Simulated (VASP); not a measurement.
# KCaInWO6 (Imm2) in VASP: single point with PBEsol

Aim: the single point of KCaInWO6 with PBEsol.

Program: VASP 6.6.1. These are calculated values, not measurements. Logs are shortened: lines on timing, memory, paths and dates and some standing lists are left out, and cuts for length are marked.

**1. The cell of the first run**

It takes space group Imm2 (No. 44, orthorhombic). Conventional cell: a = 5.609 Å, b = 5.800 Å, c = 8.118 Å, α = 90.00°, β = 90.00°, γ = 90.00°. Within 3.7 Å of K (site symmetry mm2) lie 12 O at 2.81 to 2.93 Å and 4 In at 3.45 to 3.55 Å and 4 W at 3.49 to 3.51 Å and 1 Ca at 3.63 Å. Within 3.4 Å of Ca (site symmetry mm2) lie 12 O at 2.42 to 3.35 Å and 2 W at 3.20 Å and 2 In at 3.30 Å. Within 2.8 Å of In (site symmetry mm2) lie 6 O at 2.08 to 2.22 Å. Within 2.5 Å of W (site symmetry mm2) lie 6 O at 1.87 to 1.95 Å. O (site symmetry 1) has 1 W at 1.91 Å and 1 In at 2.13 Å and 1 Ca at 2.42 Å within 2.5 Å. O (site symmetry mm2) has 1 W at 1.95 Å and 1 In at 2.08 Å and 4 O at 2.65 Å within 2.7 Å. O (site symmetry mm2) has 1 W at 1.87 Å and 1 In at 2.22 Å within 2.5 Å.

**2. Single point, PBEsol (atoms displaced along a vibrational mode, then relaxed in part)**

The input, INCAR:

```
  ALGO = Normal
  EDIFF = 1E-7
  ENCUT = 520
  GGA = PS
  ISIF = 2
  ISMEAR = 0
  LASPH = T
  LCHARG = F
  LREAL = F
  LWAVE = F
  NBANDS = 52
  NELM = 100
  PREC = Accurate
  SIGMA = 0.05
```

The input, KPOINTS:

```
k-points
0
Gamma
  6 6 6
```

The input, POSCAR:

```
KCaInWO6
1.0
   -0.0676590220      4.0588164555      4.0336575331
    3.9659985111      0.0000000000      3.9659985111
    4.0336575331      4.0588164555     -0.0676590220
K Ca In W O
1 1 1 1 6
Direct
    0.7541365945      0.7458634055      0.7541365945
    0.3070431039      0.1929568961      0.3070431039
    0.0015964460     -0.0015964460      0.0015964460
    0.4978517721      0.5021482279      0.4978517721
    0.7124739106      0.2695679792      0.2563079048
    0.2563079048      0.7616502055      0.7124739106
    0.7124739106      0.7616502055      0.2563079048
    0.2563079048      0.2695679792      0.7124739106
    0.2577239623      0.7422760377      0.2577239623
    0.7286363628      0.2713636372      0.7286363628
```

Potentials or basis: VASP PAW PBE potentials, release 64 (K_sv, Ca_sv, In_d, W_sv, O).

Run with:

```console
$ cat potpaw_PBE.64/K_sv/POTCAR potpaw_PBE.64/Ca_sv/POTCAR potpaw_PBE.64/In_d/POTCAR potpaw_PBE.64/W_sv/POTCAR potpaw_PBE.64/O/POTCAR > POTCAR
$ mpirun -np 1 vasp_std > vasp.out
```

OUTCAR:

```text
EDIFF = 1E-7
   ENCUT = 520
   GGA = PS
   ISIF = 2
   ISMEAR = 0
   LASPH = T
   LREAL = F
   NELM = 100
   PREC = Accurate

 ion  position               nearest neighbor table
   1  0.754  0.746  0.754-   8 2.81   5 2.81   7 2.81   6 2.81  10 2.81  10 2.81   3 3.45   3 3.45
                             4 3.49   4 3.49   4 3.51   4 3.51   3 3.55   3 3.55
   2  0.307  0.193  0.307-   6 2.42   7 2.42   5 2.42   8 2.42   4 3.20   4 3.20   3 3.30   3 3.30

   3  0.002  0.998  0.002-   9 2.08   7 2.13   6 2.13   8 2.13   5 2.13  10 2.22   2 3.30   2 3.30
                             1 3.45   1 3.45   1 3.55   1 3.55
   4  0.498  0.502  0.498-  10 1.87   5 1.91   8 1.91   6 1.91   7 1.91   9 1.95   2 3.20   2 3.20
                             1 3.49   1 3.49   1 3.51   1 3.51
   5  0.712  0.270  0.256-   4 1.91   3 2.13   2 2.42   1 2.81
   6  0.256  0.762  0.712-   4 1.91   3 2.13   2 2.42   1 2.81
   7  0.712  0.762  0.256-   4 1.91   3 2.13   2 2.42   1 2.81
   8  0.256  0.270  0.712-   4 1.91   3 2.13   2 2.42   1 2.81
   9  0.258  0.742  0.258-   4 1.95   3 2.08
  10  0.729  0.271  0.729-   4 1.87   3 2.22   1 2.81   1 2.81

  LATTYP: Found a body centered orthorhombic cell.
 ALAT       =     5.6087688827
 B/A-ratio  =     1.0341195398
 C/A-ratio  =     1.4473110019

  Lattice vectors:

 A1 = (   4.0336575331,  -4.0588164555,  -0.0676590220)
 A2 = (  -4.0336575331,  -4.0588164555,   0.0676590220)
 A3 = (   0.0676590220,   4.0588164555,  -4.0336575331)

Analysis of symmetry for initial positions (statically):
=====================================================================
 Subroutine PRICEL returns:
 Original cell was already a primitive cell.

 Routine SETGRP: Setting up the symmetry group for a
 body centered orthorhombic supercell.

 Subroutine GETGRP returns: Found  4 space group operations
 (whereof  4 operations were pure point group operations)
 out of a pool of  8 trial point group operations.

The static configuration has the point symmetry C_2v.

Analysis of symmetry for dynamics (positions and initial velocities):
=====================================================================
 Subroutine PRICEL returns:
 Original cell was already a primitive cell.

 Routine SETGRP: Setting up the symmetry group for a
 body centered orthorhombic supercell.

 Subroutine GETGRP returns: Found  4 space group operations
 (whereof  4 operations were pure point group operations)
 out of a pool of  8 trial point group operations.

The dynamic configuration has the point symmetry C_2v.

 Subroutine INISYM returns: Found  4 space group operations
 (whereof  4 operations are pure point group operations),
 and found     1 'primitive' translations

----------------------------------------------------------------------------------------

                                     Primitive cell

  volume of cell :     132.0399

  direct lattice vectors                    reciprocal lattice vectors
    -0.067659022  4.058816455  4.033657533    -0.121912072  0.123188620  0.121912072
     3.965998511  0.000000000  3.965998511     0.126071656 -0.123188620  0.126071656
     4.033657533  4.058816455 -0.067659022     0.121912072  0.123188620 -0.121912072

  length of vectors
     5.722670867  5.608768883  5.722670867     0.211897482  0.216710778  0.211897482

  position of ions in fractional coordinates (direct lattice)
     0.754136594  0.745863406  0.754136594
     0.307043104  0.192956896  0.307043104
     0.001596446  0.998403554  0.001596446
     0.497851772  0.502148228  0.497851772
     0.712473911  0.269567979  0.256307905
     0.256307905  0.761650205  0.712473911
     0.712473911  0.761650205  0.256307905
     0.256307905  0.269567979  0.712473911
     0.257723962  0.742276038  0.257723962
     0.728636363  0.271363637  0.728636363

  ion indices of the primitive-cell ions
   primitive index   ion index
                 1           1
                 2           2
                 3           3
                 4           4
                 5           5
                 6           6
                 7           7
                 8           8
                 9           9
                10          10

----------------------------------------------------------------------------------------

 KPOINTS: k-points

Automatic generation of k-mesh.
 Grid dimensions read from file:
 generate k-points for:    6    6    6

 Generating k-lattice:

  Cartesian coordinates                     Fractional coordinates (reciprocal lattice)
    -0.020318679  0.020531437  0.020318679     0.166666667  0.000000000  0.000000000
     0.021011943 -0.020531437  0.021011943     0.000000000  0.166666667  0.000000000
     0.020318679  0.020531437 -0.020318679     0.000000000  0.000000000  0.166666667

  Length of vectors
     0.035316247  0.036118463  0.035316247

  Shift w.r.t. Gamma in fractional coordinates (k-lattice)
     0.000000000  0.000000000  0.000000000

 Subroutine IBZKPT returns following result:
 ===========================================

 Found     46 irreducible k-points:

 Following reciprocal coordinates:
            Coordinates               Weight
  0.000000  0.000000  0.000000      1.000000
  0.166667  0.000000 -0.000000      4.000000
  0.333333  0.000000 -0.000000      4.000000
  0.500000  0.000000  0.000000      2.000000
 -0.000000  0.166667 -0.000000      4.000000
  0.166667  0.166667 -0.000000      4.000000
[... 16 lines left out ...]
  0.500000  0.000000  0.166667      4.000000
 -0.333333  0.000000  0.166667      4.000000
 [... further k-points ...]
   k-points           NKPTS =     46   k-points in BZ     NKDIM =     46   number of bands    NBANDS=     52
   number of dos      NEDOS =    301   number of ions     NIONS =     10
   total plane-waves  NPLWV =  96768
   dimension x,y,z NGX =    48 NGY =   42 NGZ =   48
   dimension x,y,z NGXF=    96 NGYF=   84 NGZF=   96
   ions per type =               1   1   1   1   6
   NGX,Y,Z   is equivalent  to a cutoff of  13.94, 12.45, 13.94 a.u.
   NGXF,Y,Z  is equivalent  to a cutoff of  27.89, 24.90, 27.89 a.u.
 SYSTEM =  unknown system
   PREC   = accura    normal or accurate (medium, high low for compatibility)
   ISTART =      0    job   : 0-new  1-cont  2-samecut
   ICHARG =      2    charge: 1-file 2-atom 10-const
   ISPIN  =      1    spin polarized calculation?
   LNONCOLLINEAR =      F non collinear calculations
   LSORBIT =      F    spin-orbit coupling
   LASPH  =      T    aspherical Exc in radial PAW
   ENCUT  =  520.0 eV  38.22 Ry    6.18 a.u.  10.64 10.43 10.64*2*pi/ulx,y,z
   NELM   =    100;   NELMIN=  2; NELMDL= -5     # of ELM steps
   EDIFF  = 0.1E-06   stopping-criterion for ELM
   LREAL  =      F    real-space projection
   EDIFFG = 0.1E-05   stopping-criterion for IOM
   NSW    =      0    number of steps for IOM
   IBRION =     -1    ionic relax: 0-MD 1-quasi-New 2-CG
   NFREE  =      0    steps in history (QN), initial steepest desc. (CG)
   ISIF   =      2    stress and relaxation
   ISYM   =      2    0-nonsym 1-usesym 2-fastsym
   POTIM  = 0.5000    time-step for ionic-motion
   TEBEG  =    0.0;   TEEND  =   0.0 temperature during run
   PSTRESS=    0.0 pullay stress
   NELECT =      82.0000    total number of electrons
   NUPDOWN=      -1.0000    fix difference up-down
   EMIN   =  10.00;   EMAX   =-10.00  energy-range for DOS
   EFERMI =   0.00;   METHOD = LEGACY
   ISMEAR =     0;   SIGMA  =   0.05  broadening in eV -4-tet -1-fermi 0-gaus
   EFERMI_NEDOS =   21; number of points for ismear=-14 and -15
   IALGO  =     38    algorithm
   IMIX   =      4    mixing-type and parameters
     AMIX     =   0.40;   BMIX     =  1.00
     AMIX_MAG =   1.60;   BMIX_MAG =  1.00
  volume/ion in A,a.u.               =      13.20        89.10
  Fermi-wavevector in a.u.,A,eV,Ry     =   1.396725  2.639428 26.542815  1.950842
  Thomas-Fermi vector in A             =   2.520051
   LORBIT       =      0    0 simple, 1 ext, 2 COOP (PROOUT), +10 PAW based schemes
   GGA     = PS    functional components
   LHFCALC =     F    Hartree Fock is set to
   AEXX    =    0.0000 exact exchange contribution
   IVDW    =     0    specifies the selected vdW correction
   LEPSILON=     F    determine dielectric tensor
   LRPA    =     F    only Hartree local field effects (RPA)
 non-spin polarized calculation
 Gauss-broadening in eV      SIGMA  =   0.05
  energy-cutoff  :      520.00
  volume of cell :      132.04
 maximum number of plane-waves:      3583
 NGX is ok and might be reduce to    48
   NGX = 21   NGY = 21   NGZ = 21

 number of electron      82.0000005 magnetization

 Free energy of the ion-electron system (eV)
  ---------------------------------------------------
  ext. energy  EPLUGINS =         0.00000000
  ---------------------------------------------------
  free energy    TOTEN  =       -73.32947181 eV

  energy without entropy =      -73.32947181  energy(sigma->0) =      -73.32947181

 E-fermi :   3.7117     XC(G=0): -10.8809

 val. band max:        3.3115932887   @ k =   0.0000   0.0000   0.0000
 cond. band min:       6.2256959959   @ k =   0.5000   0.0000   0.5000
 fundamental gap:      2.9141027072
 Fermi energy:         3.7116809195

 k-point     1 :       0.0000    0.0000    0.0000
  band No.  band energies     occupation
      1     -71.2368      2.00000
      2     -35.6359      2.00000
      3     -35.5144      2.00000
      4     -35.4659      2.00000
      5     -35.4625      2.00000
      6     -23.9650      2.00000
[... 44 lines left out ...]
     51      10.0081      0.00000
     52      12.1908      0.00000

 k-point     2 :       0.1667    0.0000   -0.0000
  band No.  band energies     occupation
      1     -71.2368      2.00000
      2     -35.6363      2.00000
      3     -35.5144      2.00000
      4     -35.4659      2.00000
      5     -35.4621      2.00000
      6     -23.9643      2.00000
[... 44 lines left out ...]
     51      10.2684      0.00000
     52      11.9442      0.00000

 k-point     3 :       0.3333    0.0000   -0.0000
  band No.  band energies     occupation
      1     -71.2368      2.00000
      2     -35.6369      2.00000
      3     -35.5145      2.00000
      4     -35.4660      2.00000
      5     -35.4615      2.00000
      6     -23.9628      2.00000
[... 44 lines left out ...]
     51      10.7561      0.00000
     52      11.5443      0.00000
[... 1046 lines left out ...]
 k-point    23 :       0.5000    0.0000    0.1667
  band No.  band energies     occupation
      1     -71.2368      2.00000
      2     -35.6376      2.00000
      3     -35.5145      2.00000
      4     -35.4660      2.00000
      5     -35.4607      2.00000
      6     -23.9618      2.00000
[... 44 lines left out ...]
     51      10.6895      0.00000
     52      11.5605      0.00000

 k-point    24 :      -0.3333    0.0000    0.1667
  band No.  band energies     occupation
      1     -71.2368      2.00000
      2     -35.6373      2.00000
      3     -35.5145      2.00000
      4     -35.4660      2.00000
      5     -35.4611      2.00000
      6     -23.9621      2.00000
[... 44 lines left out ...]
     51      10.5379      0.00000
     52      11.3508      0.00000

 [... further k-points ...]

------------------------ aborting loop because EDIFF is reached ----------------------------------------

  FORCE on cell =-STRESS in cart. coord.  units (eV):
  Direction    XX          YY          ZZ          XY          YZ          ZX
  --------------------------------------------------------------------------------------
  -------------------------------------------------------------------------------------
  Total        0.8649992      0.8900343      0.8649992      0.0000000      0.0000000      0.0443197
  in kB       10.4959327     10.7997093     10.4959327      0.0000000      0.0000000      0.5377775
  external PRESSURE =      10.5971916 kB  Pullay stress =       0.0000000 kB

 VOLUME and BASIS-vectors are now :
 -----------------------------------------------------------------------------
  energy-cutoff  :      520.00
  volume of cell :      132.04
      direct lattice vectors                 reciprocal lattice vectors
    -0.067659022  4.058816455  4.033657533    -0.121912072  0.123188620  0.121912072
     3.965998511  0.000000000  3.965998511     0.126071656 -0.123188620  0.126071656
     4.033657533  4.058816455 -0.067659022     0.121912072  0.123188620 -0.121912072

 POSITION                                       TOTAL-FORCE (eV/Angst)
 -----------------------------------------------------------------------------------
      5.94900      6.12180      5.94900        -0.000000     -0.002180     -0.000000
      1.98300      2.49246      1.98300        -0.000000     -0.059506     -0.000000
      3.96600      0.01296      3.96600        -0.000000     -0.016358     -0.000000
      3.96600      4.04138      3.96600        -0.000000     -0.064855     -0.000000
      2.05476      3.93211      3.92564        -0.153558      0.004912      0.005868
      5.87724      3.93211      4.00636         0.153558      0.004912     -0.005868
      4.00636      3.93211      5.87724        -0.005868      0.004912      0.153558
      3.92564      3.93211      2.05476         0.005868      0.004912     -0.153558
      3.96600      2.09211      3.96600        -0.000000     -0.102142     -0.000000
      3.96600      5.91480      3.96600         0.000000      0.225392      0.000000
 -----------------------------------------------------------------------------------
    total drift:                               -0.000006      0.000008     -0.000006

  FREE ENERGIE OF THE ION-ELECTRON SYSTEM (eV)
  ---------------------------------------------------
  free  energy   TOTEN  =       -73.3294718078 eV

  energy  without entropy=      -73.3294718078  energy(sigma->0) =      -73.32947181
```

Run time: 8.9 min. Hardware: 1 thread of Intel Xeon Platinum 8259CL at 2.50GHz (Skylake/Cascade Lake), shared host; peak memory 0.51 GiB.

What came out:

```
Free energy            : -73.3295 eV
Pressure               : 1.1 GPa
Largest force          : 0.225 eV/Å
Band gap on the k mesh : 2.91 eV (least direct gap 3.01 eV)
```

Forces on the atoms (eV/Å):
```
K    0.000 -0.002  0.000
Ca   0.000 -0.060  0.000
In   0.000 -0.016  0.000
W    0.000 -0.065  0.000
O   -0.154  0.005  0.006
O    0.154  0.005 -0.006
O   -0.006  0.005  0.154
O    0.006  0.005 -0.154
O    0.000 -0.102  0.000
O    0.000  0.225  0.000
```

Stress tensor (GPa, compression positive):
```
1.05 0.00 0.05
0.00 1.08 0.00
0.05 0.00 1.05
```

Caveat: the cell differs from its parent crystal (atoms displaced along a vibrational mode, then relaxed in part); the PAW data sets were made with another functional, which shifts forces and pressure a little; spin-orbit coupling is left out, which moves the levels of the heavy elements. A k mesh can miss the band edges.
